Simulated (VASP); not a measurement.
MgO, 8 atoms in the cell. The typed cell holds 8 atoms: a = 3.255 Å, b = 3.255 Å, c = 10.415 Å, α = 90.00°, β = 90.00°, γ = 120.00°.  This cell differs from its parent crystal: atom 6 (O) moved by -0.390 Å along [1 0 0] and +0.390 Å along [0 0 1].

```yaml
Program: VASP 6.6.1
Task: single point
Functional: PBEsol
Potentials_or_basis: VASP PAW PBE potentials, release 64 (Mg, O)
Cutoff: 520 eV
k_mesh: 9 × 9 × 4
Occupations: gaussian, width 0.05 eV
Spin: no spin polarisation
Dipole_correction: no
Further_INCAR_settings: ALGO = Normal; EDIFF = 1e-07; NBANDS = 26
```

Potentials or basis: VASP PAW PBE potentials, release 64 (Mg, O).

Command:

```console
$ cat potpaw_PBE.64/Mg/POTCAR potpaw_PBE.64/O/POTCAR > POTCAR
$ mpirun -np 1 vasp_std > vasp.out
```

Hardware: 1 thread of Intel(R) Xeon(R) 6975P-C (Granite Rapids), with other jobs on the host.

Problem. Estimate the wall time of this run.

Solution. Run time: 3.3 min on 1 thread of Intel(R) Xeon(R) 6975P-C (Granite Rapids), on a shared host, peak memory 0.43 GiB. Counts: scf iterations 16, k points 163.
